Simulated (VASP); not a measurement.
# TlBr (Pm-3m) in VASP: further runs

The runs below take TlBr through relaxation of cell and atoms, with r2SCAN.

Everything below comes from runs of VASP 6.6.1. Logs are shortened: lines on timing, memory, paths and dates and some standing lists are left out, and cuts for length are marked.

### Step 1. The cell of the first run

Symmetry: Pm-3m, No. 221, cubic system. Conventional cell: a = 3.996 Å, b = 3.996 Å, c = 3.996 Å, α = 90.00°, β = 90.00°, γ = 90.00°. Tl (site symmetry m-3m) has 8 Br at 3.46 Å and 6 Tl at 4.00 Å within 4.5 Å. Br (site symmetry m-3m) has 8 Tl at 3.46 Å and 6 Br at 4.00 Å within 4.5 Å.

### Step 2. Relaxation of cell and atoms, r2SCAN, target pressure 10 GPa, at which the enthalpy is minimised

File POSCAR:

```
TlBr
1.0
    3.9964367115      0.0000000000      0.0000000000
    0.0000000000      3.9964367115      0.0000000000
    0.0000000000      0.0000000000      3.9964367115
Tl Br
1 1
Direct
    0.0000000000      0.0000000000      0.0000000000
    0.5000000000      0.5000000000      0.5000000000
```

File INCAR.step1:

```
PREC = Accurate
ENCUT = 550
ISMEAR = 0
SIGMA = 0.01
LREAL = False
LASPH = True
NELM = 120
GGA = PE
ALGO = Normal
EDIFF = 1E-5
LWAVE = True
LCHARG = False
GGA_COMPAT = False
IBRION = 2
ISIF = 3
EDIFFG = -0.005
NELMIN = 4
NSW = 100
```

File INCAR.step2:

```
PREC = Accurate
ENCUT = 550
EDIFF = 1E-7
ISMEAR = 0
SIGMA = 0.01
LREAL = False
LASPH = True
NELM = 120
ALGO = Normal
ISIF = 3
LWAVE = False
LCHARG = False
METAGGA = R2SCAN
LMIXTAU = True
IBRION = 2
NSW = 100
EDIFFG = -0.002
PSTRESS = 100.0
ISTART = 1
GGA_COMPAT = False
NELMIN = 4
```

File KPOINTS:

```
Automatic mesh
0
Gamma
  6 6 6
```

Potentials or basis: VASP PAW PBE potentials, release 64 (Tl_d, Br).

Started as:

```console
> cat potpaw_PBE.64/Tl_d/POTCAR potpaw_PBE.64/Br/POTCAR > POTCAR
> cp INCAR.step1 INCAR
> mpirun -np 1 vasp_std > vasp.out
> cp INCAR.step2 INCAR
> mpirun -np 1 vasp_std > vasp.out
```

OUTCAR:

```text
PREC = Accurate
   ENCUT = 550
   EDIFF = 1E-7
   ISMEAR = 0
   LREAL = False
   LASPH = True
   NELM = 120
   ISIF = 3
   METAGGA = R2SCAN
   IBRION = 2
   NSW = 100
   EDIFFG = -0.002
   PSTRESS = 100.0
   ISTART = 1
   NELMIN = 4

 ion  position               nearest neighbor table
   1  0.000  0.000  0.000-   2 3.46   2 3.46   2 3.46   2 3.46   2 3.46   2 3.46   2 3.46   2 3.46

   2  0.500  0.500  0.500-   1 3.46   1 3.46   1 3.46   1 3.46   1 3.46   1 3.46   1 3.46   1 3.46

  LATTYP: Found a simple cubic cell.
 ALAT       =     3.9964367115

  Lattice vectors:

 A1 = (   3.9964367115,   0.0000000000,   0.0000000000)
 A2 = (   0.0000000000,   3.9964367115,   0.0000000000)
 A3 = (   0.0000000000,   0.0000000000,   3.9964367115)

Analysis of symmetry for initial positions (statically):
=====================================================================
 Subroutine PRICEL returns:
 Original cell was already a primitive cell.

 Routine SETGRP: Setting up the symmetry group for a
 simple cubic supercell.

 Subroutine GETGRP returns: Found 48 space group operations
 (whereof 48 operations were pure point group operations)
 out of a pool of 48 trial point group operations.

The static configuration has the point symmetry O_h .

Analysis of symmetry for dynamics (positions and initial velocities):
=====================================================================
 Subroutine PRICEL returns:
 Original cell was already a primitive cell.

 Routine SETGRP: Setting up the symmetry group for a
 simple cubic supercell.

 Subroutine GETGRP returns: Found 48 space group operations
 (whereof 48 operations were pure point group operations)
 out of a pool of 48 trial point group operations.

The dynamic configuration has the point symmetry O_h .

 Subroutine INISYM returns: Found 48 space group operations
 (whereof 48 operations are pure point group operations),
 and found     1 'primitive' translations

----------------------------------------------------------------------------------------

                                     Primitive cell

  volume of cell :      63.8291

  direct lattice vectors                    reciprocal lattice vectors
     3.996436711  0.000000000  0.000000000     0.250222904  0.000000000  0.000000000
     0.000000000  3.996436711  0.000000000     0.000000000  0.250222904  0.000000000
     0.000000000  0.000000000  3.996436711     0.000000000  0.000000000  0.250222904

  length of vectors
     3.996436711  3.996436711  3.996436711     0.250222904  0.250222904  0.250222904

  position of ions in fractional coordinates (direct lattice)
     0.000000000  0.000000000  0.000000000
     0.500000000  0.500000000  0.500000000

  ion indices of the primitive-cell ions
   primitive index   ion index
                 1           1
                 2           2

----------------------------------------------------------------------------------------

 KPOINTS: Automatic mesh

Automatic generation of k-mesh.
 Grid dimensions read from file:
 generate k-points for:    6    6    6

 Generating k-lattice:

  Cartesian coordinates                     Fractional coordinates (reciprocal lattice)
     0.041703817  0.000000000  0.000000000     0.166666667  0.000000000  0.000000000
     0.000000000  0.041703817  0.000000000     0.000000000  0.166666667  0.000000000
     0.000000000  0.000000000  0.041703817     0.000000000  0.000000000  0.166666667

  Length of vectors
     0.041703817  0.041703817  0.041703817

  Shift w.r.t. Gamma in fractional coordinates (k-lattice)
     0.000000000  0.000000000  0.000000000

 Subroutine IBZKPT returns following result:
 ===========================================

 Found     20 irreducible k-points:

 Following reciprocal coordinates:
            Coordinates               Weight
  0.000000  0.000000  0.000000      1.000000
  0.166667  0.000000  0.000000      6.000000
  0.333333  0.000000  0.000000      6.000000
  0.500000  0.000000  0.000000      3.000000
  0.166667  0.166667  0.000000     12.000000
  0.333333  0.166667  0.000000     24.000000
[... 12 lines left out ...]
  0.500000  0.500000  0.333333      6.000000
  0.500000  0.500000  0.500000      1.000000
   k-points           NKPTS =     20   k-points in BZ     NKDIM =     20   number of bands    NBANDS=     14
   number of dos      NEDOS =    301   number of ions     NIONS =      2
   total plane-waves  NPLWV =  32768
   dimension x,y,z NGX =    32 NGY =   32 NGZ =   32
   dimension x,y,z NGXF=    64 NGYF=   64 NGZF=   64
   ions per type =               1   1
   NGX,Y,Z   is equivalent  to a cutoff of  13.31, 13.31, 13.31 a.u.
   NGXF,Y,Z  is equivalent  to a cutoff of  26.62, 26.62, 26.62 a.u.
 SYSTEM =  unknown system
   PREC   = accura    normal or accurate (medium, high low for compatibility)
   ISTART =      1    job   : 0-new  1-cont  2-samecut
   ICHARG =      0    charge: 1-file 2-atom 10-const
   ISPIN  =      1    spin polarized calculation?
[... 18 lines left out ...]
   EMIN   =  10.00;   EMAX   =-10.00  energy-range for DOS
   EFERMI =   0.00;   METHOD = LEGACY
   ISMEAR =     0;   SIGMA  =   0.01  broadening in eV -4-tet -1-fermi 0-gaus
   EFERMI_NEDOS =   21; number of points for ismear=-14 and -15
   IALGO  =     38    algorithm
   IMIX   =      4    mixing-type and parameters
     AMIX     =   0.40;   BMIX     =  1.00
     AMIX_MAG =   1.60;   BMIX_MAG =  1.00
  volume/ion in A,a.u.               =      31.91       215.37
  Fermi-wavevector in a.u.,A,eV,Ry     =   1.111933  2.101248 16.822170  1.236395
  Thomas-Fermi vector in A             =   2.248501
   LORBIT       =      0    0 simple, 1 ext, 2 COOP (PROOUT), +10 PAW based schemes
   METAGGA = R2SCAN    functional components
   LHFCALC =     F    Hartree Fock is set to
   AEXX    =    0.0000 exact exchange contribution
   IVDW    =     0    specifies the selected vdW correction
   LEPSILON=     F    determine dielectric tensor
   LRPA    =     F    only Hartree local field effects (RPA)
 conjugate gradient relaxation of ions
 non-spin polarized calculation
 Gauss-broadening in eV      SIGMA  =   0.01
  energy-cutoff  :      550.00
  volume of cell :       63.83
 maximum number of plane-waves:      1890
 NGX is ok and might be reduce to    32
   NGX = 15   NGY = 15   NGZ = 15

--------------------------------------- Ionic step        1  -------------------------------------------

 number of electron      20.0000001 magnetization

 Free energy of the ion-electron system (eV)
  ---------------------------------------------------
  ext. energy  EPLUGINS =         0.00000000
  ---------------------------------------------------
  free energy    TOTEN  =       -68.38117053 eV

  energy without entropy =      -68.38117053  energy(sigma->0) =      -68.38117053

 E-fermi :   2.0283     XC(G=0):  -9.3656

 val. band max:        1.9426254886   @ k =   0.5000   0.0000   0.0000
 cond. band min:       4.2768161555   @ k =   0.5000   0.0000   0.0000
 fundamental gap:      2.3341906669
 Fermi energy:         2.0283046456

 k-point     1 :       0.0000    0.0000    0.0000
  band No.  band energies     occupation
      1     -12.2126      2.00000
      2      -8.4860      2.00000
      3      -8.4860      2.00000
      4      -8.3108      2.00000
      5      -8.3108      2.00000
      6      -8.3108      2.00000
      7      -2.6181      2.00000
      8       0.6423      2.00000
      9       0.6423      2.00000
     10       0.6423      2.00000
     11       9.5312      0.00000
     12       9.5312      0.00000
     13       9.6340      0.00000
     14       9.6340      0.00000

 k-point     2 :       0.1667    0.0000    0.0000
  band No.  band energies     occupation
      1     -12.1571      2.00000
      2      -8.4837      2.00000
      3      -8.4541      2.00000
      4      -8.3252      2.00000
      5      -8.3252      2.00000
      6      -8.3095      2.00000
      7      -2.8668      2.00000
      8       0.7528      2.00000
      9       0.7528      2.00000
     10       0.8244      2.00000
[... 375 lines left out ...]
  FREE ENERGIE OF THE ION-ELECTRON SYSTEM (eV)
  ---------------------------------------------------
  free  energy   TOTEN  =       -67.7616937341 eV

  energy  without entropy=      -67.7616937341  energy(sigma->0) =      -67.76169373

  enthalpy is  TOTEN    =       -64.8205697049 eV   P V=        2.9411240292

--------------------------------------- Ionic step        3  -------------------------------------------

 number of electron      19.9999999 magnetization

 Free energy of the ion-electron system (eV)
  ---------------------------------------------------
  ext. energy  EPLUGINS =         0.00000000
  ---------------------------------------------------
  free energy    TOTEN  =       -68.05920769 eV

  energy without entropy =      -68.05920769  energy(sigma->0) =      -68.05920769

 E-fermi :   4.9628     XC(G=0): -10.5433

 val. band max:        4.8511272890   @ k =   0.5000   0.0000   0.0000
 cond. band min:       6.2113702262   @ k =   0.5000   0.5000   0.5000
 fundamental gap:      1.3602429373
 Fermi energy:         4.9627957418

 k-point     1 :       0.0000    0.0000    0.0000
  band No.  band energies     occupation
      1     -11.0447      2.00000
      2      -6.3746      2.00000
      3      -6.3746      2.00000
      4      -6.0422      2.00000
      5      -6.0422      2.00000
      6      -6.0422      2.00000
      7      -0.3923      2.00000
      8       2.2912      2.00000
      9       2.2912      2.00000
     10       2.2912      2.00000
     11      11.6157      0.00000
     12      11.6157      0.00000
     13      13.3058      0.00000
     14      13.3058      0.00000

 k-point     2 :       0.1667    0.0000    0.0000
  band No.  band energies     occupation
      1     -10.9354      2.00000
      2      -6.3685      2.00000
      3      -6.3169      2.00000
      4      -6.0765      2.00000
      5      -6.0765      2.00000
      6      -6.0392      2.00000
      7      -1.0371      2.00000
      8       2.4711      2.00000
      9       2.4711      2.00000
     10       2.7865      2.00000
[... 330 lines left out ...]
 POSITION                                       TOTAL-FORCE (eV/Angst)
 -----------------------------------------------------------------------------------
      0.00000      0.00000      0.00000        -0.000000      0.000000      0.000000
      1.85216      1.85216      1.85216         0.000000      0.000000      0.000000
 -----------------------------------------------------------------------------------
    total drift:                                0.000000      0.000000     -0.000000

  FREE ENERGIE OF THE ION-ELECTRON SYSTEM (eV)
  ---------------------------------------------------
  free  energy   TOTEN  =       -68.0592076853 eV

  energy  without entropy=      -68.0592076853  energy(sigma->0) =      -68.05920769

  enthalpy is  TOTEN    =       -64.8865965328 eV   P V=        3.1726111525

 reached required accuracy - stopping structural energy minimisation
```

It took 85 s on 1 thread of Intel Xeon 6975P-C (Granite Rapids), shared host; peak memory 0.21 GiB.

What came out:

| Item | Value |
| --- | --- |
| Free energy | -68.0592 eV |
| Relaxed volume | 25.42 Å³/atom |
| Relaxed cell | a = 3.704 Å, b = 3.704 Å, c = 3.704 Å, α = 90.00°, β = 90.00°, γ = 90.00° |
| Space group after relaxing (to 0.1 Å) | Pm-3m (No. 221) |
| Energy change on relaxing (the run minimises the enthalpy) | +161.0 meV/atom |
| Ionic steps | 3 |
| Pressure after relaxing | 10.0 GPa |
| Band gap on the k mesh | 1.36 eV (least direct gap 1.64 eV) |

Step by step:
```
step  energy change (eV)  largest force (eV/Å)  pressure (GPa)  volume (Å³)
   1              0.0000                0.0000           -0.01        63.83
   2              0.6195                0.0000           16.10        47.12
   3              0.3220                0.0000           10.00        50.83
```

Final structure:
```
CELL_PARAMETERS angstrom
3.70433 0.00000 0.00000
0.00000 3.70433 0.00000
0.00000 0.00000 3.70433
ATOMIC_POSITIONS crystal
Tl 0.00000 0.00000 0.00000
Br 0.50000 0.50000 0.50000
```

Caveat: the cell is relaxed towards a set pressure, so the run minimises the enthalpy, not the energy; the volume moved by over 15 % at a fixed basis, so the end points are rough; the PAW data sets were made with another functional, which shifts forces and pressure a little; spin-orbit coupling is left out, which moves the levels of the heavy elements. A k mesh can miss the band edges.

### Step 3. Relaxation of cell and atoms, r2SCAN, target pressure 15 GPa, at which the enthalpy is minimised

POSCAR is that of step 2.

File INCAR.step1:

```
  ALGO = Normal
  EDIFF = 1E-5
  EDIFFG = -0.005
  ENCUT = 550
  GGA = PE
  GGA_COMPAT = F
  IBRION = 2
  ISIF = 3
  ISMEAR = 0
  LASPH = T
  LCHARG = F
  LREAL = F
  LWAVE = T
  NELM = 120
  NELMIN = 4
  NSW = 100
  PREC = Accurate
  SIGMA = 0.01
```

File INCAR.step2:

```
  ALGO = Normal
  EDIFF = 1E-7
  EDIFFG = -0.002
  ENCUT = 550
  GGA_COMPAT = F
  IBRION = 2
  ISIF = 3
  ISMEAR = 0
  ISTART = 1
  LASPH = T
  LCHARG = F
  LMIXTAU = T
  LREAL = F
  LWAVE = F
  METAGGA = R2SCAN
  NELM = 120
  NELMIN = 4
  NSW = 100
  PREC = Accurate
  PSTRESS = 150.0
  SIGMA = 0.01
```

File KPOINTS:

```
k-points
0
Gamma
  6 6 6
```

Potentials or basis: VASP PAW PBE potentials, release 64 (Tl_d, Br).

Started as:

```console
> cat potpaw_PBE.64/Tl_d/POTCAR potpaw_PBE.64/Br/POTCAR > POTCAR
> cp INCAR.step1 INCAR
> mpirun -np 1 vasp_std > vasp.out
> cp INCAR.step2 INCAR
> mpirun -np 1 vasp_std > vasp.out
```

Run time: 2.8 min. Hardware: 1 thread of Intel Xeon 6975P-C (Granite Rapids), shared host; peak memory 0.21 GiB.

It converged, with:

```yaml
Free_energy: -67.8170 eV
Relaxed_volume: 23.85 Å³/atom
Relaxed_cell: a = 3.626 Å, b = 3.626 Å, c = 3.626 Å, α = 90.00°, β = 90.00°, γ = 90.00°
Space_group_after_relaxing_to_0.1_Å: Pm-3m (No. 221)
Energy_change_on_relaxing_the_run_minimises_the_enthalpy: +282.1 meV/atom
Ionic_steps: 6
Pressure_after_relaxing: 15.0 GPa
Band_gap_on_the_k_mesh: 0.92 eV (least direct gap 1.41 eV)
```

The path:
```
step  energy change (eV)  largest force (eV/Å)  pressure (GPa)  volume (Å³)
   1              0.0000                0.0000           -0.01        63.83
   2              1.7302                0.0000           36.23        40.00
   3              0.5422                0.0000           14.57        47.93
   4              0.5688                0.0000           15.10        47.64
   5              0.5600                0.0000           14.92        47.74
   6              0.5641                0.0000           15.00        47.69
```

Final structure:
```yaml
crystal:
  lattice:
    - [3.62647, 0.00000, 0.00000]
    - [0.00000, 3.62647, 0.00000]
    - [0.00000, 0.00000, 3.62647]
  atoms:
    - { symbol: Tl, position: [0.00000, 0.00000, 0.00000] }
    - { symbol: Br, position: [0.50000, 0.50000, 0.50000] }
```

Levels at points of the mesh, in eV from the valence-band top:
| k point | band 7 | band 8 | band 9 | band 10 | band 11 | band 12 | band 13 | band 14 |
| --- | --- | --- | --- | --- | --- | --- | --- | --- |
| (0.00, 0.00, 0.00) | -5.47 | -2.99 | -2.99 | -2.99 | 6.46 | 6.46 | 8.67 | 8.67 |
| (0.50, 0.00, 0.00) | -7.92 | -2.07 | -2.07 | 0.00 | 1.41 | 5.74 | 5.74 | 7.12 |
| (0.50, 0.50, 0.00) | -5.46 | -5.46 | -4.72 | -2.05 | 5.39 | 5.39 | 7.94 | 8.57 |
| (0.50, 0.50, 0.50) | -3.71 | -3.71 | -3.71 | -2.92 | 0.92 | 0.92 | 0.92 | 15.60 |

Caveat: the cell is relaxed towards a set pressure, so the run minimises the enthalpy, not the energy; the volume moved by over 15 % at a fixed basis, so the end points are rough; the PAW data sets were made with another functional, which shifts forces and pressure a little; spin-orbit coupling is left out, which moves the levels of the heavy elements. A k mesh can miss the band edges.

### Step 4. Relaxation of cell and atoms, r2SCAN

This run uses another cell than the first one, of 31.52 Å³/atom.

File POSCAR:

```
TlBr
1.0
    3.9800000000      0.0000000000      0.0000000000
    0.0000000000      3.9800000000      0.0000000000
    0.0000000000      0.0000000000      3.9800000000
Tl Br
1 1
Direct
    0.0000000000      0.0000000000      0.0000000000
    0.5000000000      0.5000000000      0.5000000000
```

File INCAR.step1:

```
PREC = Accurate
ENCUT = 550
ISMEAR = -1
SIGMA = 0.1
LREAL = False
LASPH = True
NELM = 120
GGA = PE
ALGO = Normal
EDIFF = 1E-5
LWAVE = True
LCHARG = False
GGA_COMPAT = False
IBRION = 2
ISIF = 3
EDIFFG = -0.005
NELMIN = 4
NSW = 100
```

File INCAR.step2:

```
PREC = Accurate
ENCUT = 550
EDIFF = 1E-7
ISMEAR = -1
SIGMA = 0.1
LREAL = False
LASPH = True
NELM = 120
ALGO = Normal
ISIF = 3
LWAVE = False
LCHARG = False
METAGGA = R2SCAN
LMIXTAU = True
IBRION = 2
NSW = 100
EDIFFG = -0.002
ISTART = 1
GGA_COMPAT = False
NELMIN = 4
```

File KPOINTS:

```
Automatic mesh
0
Gamma
  10 10 10
```

Started as:

```console
> cat potpaw_PBE.64/Tl_d/POTCAR potpaw_PBE.64/Br/POTCAR > POTCAR
> cp INCAR.step1 INCAR
> mpirun -np 1 vasp_std > vasp.out
> cp INCAR.step2 INCAR
> mpirun -np 1 vasp_std > vasp.out
```

It took 4.3 min on 1 thread of Intel Xeon 6975P-C (Granite Rapids), shared host; peak memory 0.21 GiB.

Results (log left out):

```
Free energy                           : -68.3813 eV
Relaxed volume                        : 31.88 Å³/atom
Relaxed cell                          : a = 3.995 Å, b = 3.995 Å, c = 3.995 Å, α = 90.00°, β = 90.00°, γ = 90.00°
Space group after relaxing (to 0.1 Å) : Pm-3m (No. 221)
Energy gained by relaxing             : 0.3 meV/atom
Ionic steps                           : 4
Pressure after relaxing               : 0.0 GPa
Band gap on the k mesh                : 2.33 eV
```

The path:
```
step  energy change (eV)  largest force (eV/Å)  pressure (GPa)  volume (Å³)
   1              0.0000                0.0000            0.29        63.04
   2             -0.0006                0.0000            0.08        63.57
   3             -0.0006                0.0000           -0.01        63.79
   4             -0.0006                0.0000            0.00        63.77
```

Final structure:
```xyz
2
Lattice="3.9951 0.0000 0.0000 0.0000 3.9951 0.0000 0.0000 0.0000 3.9951" Properties=species:S:1:pos:R:3 pbc="T T T"
Tl    0.0000    0.0000    0.0000
Br    1.9976    1.9976    1.9976
```

Levels at points of the mesh, in eV from the valence-band top:
```tsv
k point	band 6	band 7	band 8	band 9	band 10	band 11	band 12	band 13	band 14
(0.00, 0.00, 0.00)	-10.25	-4.56	-1.31	-1.31	-1.31	7.59	7.59	7.70	7.70
(0.50, 0.00, 0.00)	-10.25	-5.51	-0.83	-0.83	0.00	2.33	6.24	6.24	8.63
(0.50, 0.50, 0.00)	-10.21	-3.70	-2.89	-2.89	-0.74	5.26	5.26	7.85	8.36
(0.50, 0.50, 0.50)	-10.21	-2.73	-1.94	-1.94	-1.94	2.57	2.57	2.57	13.67
```

Caveat: the PAW data sets were made with another functional, which shifts forces and pressure a little; spin-orbit coupling is left out, which moves the levels of the heavy elements.

### Step 5. Overview

| cell | k mesh | smearing | gap on the mesh (eV) | pressure (GPa) |
| --- | --- | --- | --- | --- |
| relaxed to 10 GPa from a = 3.996 Å, 2 atoms | 6 × 6 × 6 | gaussian 0.01 eV | 1.36 | 10.0 |
| relaxed to 15 GPa from a = 3.996 Å, 2 atoms | 6 × 6 × 6 | gaussian 0.01 eV | 0.92 | 15.0 |
| relaxed from a = 3.980 Å, 2 atoms | 10 × 10 × 10 | fermi-dirac 0.1 eV | 2.33 | 0.0 |

Alike in all rows: task relaxation of cell and atoms; level r2SCAN; potentials or basis VASP PAW PBE potentials, release 64 (Tl_d, Br); no spin polarisation; cutoff (eV) 550.

Caveats: the PAW data sets were made with another functional, which shifts forces and pressure a little; spin-orbit coupling is left out, which moves the levels of the heavy elements; the cell is relaxed towards a set pressure, so the run minimises the enthalpy, not the energy (at least some runs); the volume moved by over 15 % at a fixed basis, so the end points are rough (at least some runs).

Total energies depend on the potentials used, so only differences within one code and one set of settings carry meaning.
